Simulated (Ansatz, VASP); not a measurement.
TiOs: VASP beside Ansatz

```
Ti Os
1.0
     3.03837    0.00000    0.00000
     0.00000    3.03837    0.00000
     0.00000    0.00000    3.03837
Ti Os
1 1
Cartesian
  1.5192 1.5192 1.5192
  0.0000 0.0000 0.0000
```

Change from the starting cell: volume scaled by 0.96.

Alike in both runs: task single point; functional PBEsol; k mesh 13 × 13 × 13; occupations fermi-dirac, width 0.03 eV; no spin polarisation.

```csv
,VASP,Ansatz
version,VASP 6.6.1,Ansatz 0.2.0
potentials or method,"VASP PAW PBE potentials, release 64 (Ti_sv, Os), cutoff 520 eV","all-electron LAPW, scalar-relativistic"
```

|  | VASP | Ansatz | Ansatz less VASP |
| --- | --- | --- | --- |
| pressure (GPa) | 6.5 | 6.4 | -0.04 |

VASP's potentials were made for PBE, not for PBEsol. Ansatz ran all-electron here, and VASP with PAW potentials.

Neither program's run includes spin-orbit coupling.
